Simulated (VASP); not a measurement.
AlGa3N4: single point with PBEsol

The system is AlGa3N4.

```
Al Ga N
1.0
     4.46763    0.00000    0.00000
     0.00000    4.46763    0.00000
     0.00000    0.00000    4.46763
Al Ga N
1 3 4
Direct
  0.00000 0.00000 0.00000
  0.50989 0.49011 0.00000
  0.50989 0.99011 0.50000
  0.00989 0.49011 0.50000
  0.75503 0.75503 0.24497
  0.75503 0.24497 0.75503
  0.24497 0.75503 0.75503
  0.24497 0.24497 0.24497
```

This cell differs from its parent crystal: all Ga atoms moved +0.062 Å, as atom 2 along Cartesian [1 -1 0].

```json
{
 "Program": "VASP 6.6.1",
 "Task": "single point",
 "Functional": "PBEsol",
 "Potentials or basis": "VASP PAW PBE potentials, release 64 (Al, Ga_d, N)",
 "Cutoff": "520 eV",
 "k mesh": "6 × 6 × 6",
 "Occupations": "gaussian, width 0.05 eV",
 "Spin": "no spin polarisation",
 "Dipole correction": "no",
 "Further INCAR settings": "ALGO = Normal; EDIFF = 1e-06; NBANDS = 41"
}
```

```
Pressure               : 0.1 GPa
Largest force          : 1.058 eV/Å
Band gap on the k mesh : 2.19 eV
```

Forces in eV/Å, atoms in the order of the input:
```
Al   0.243 -0.243  0.003
Ga  -0.745  0.745  0.102
Ga  -0.744  0.368  0.102
Ga  -0.368  0.744  0.102
N    0.483 -0.496 -0.092
N    0.350 -0.350 -0.238
N    0.285 -0.285  0.112
N    0.496 -0.483 -0.092
```

Stress tensor (GPa, compression positive):
```
 0.06 -0.41 -2.02
-0.41  0.06  2.02
-2.02  2.02  0.30
```

Levels at points of the mesh, in eV from the valence-band top:
| k point | band 29 | band 30 | band 31 | band 32 | band 33 | band 34 |
| --- | --- | --- | --- | --- | --- | --- |
| (0.00, 0.00, 0.00) | -0.22 | -0.10 | 0.00 | 2.19 | 3.08 | 3.22 |
| (0.50, 0.00, 0.00) | -1.59 | -1.41 | -1.18 | 4.70 | 4.86 | 5.96 |
| (0.00, 0.00, 0.50) | -1.57 | -1.30 | -1.29 | 4.72 | 4.81 | 6.02 |
| (0.50, 0.50, 0.00) | -1.04 | -1.01 | -0.72 | 6.55 | 6.70 | 6.73 |
| (0.00, 0.50, 0.50) | -1.05 | -1.04 | -0.68 | 6.54 | 6.70 | 6.73 |
| (0.50, 0.50, 0.50) | -0.80 | -0.65 | -0.63 | 4.76 | 4.81 | 4.88 |

Wall time 3.5 min on 1 thread of Intel(R) Xeon(R) Platinum 8488C (Sapphire Rapids) (shared host), peak memory 0.33 GiB.

Caveat: the cell differs from its parent crystal (all Ga atoms moved +0.062 Å, as atom 2 along Cartesian [1 -1 0]); the PAW data sets were made with another functional, which shifts forces and pressure a little.
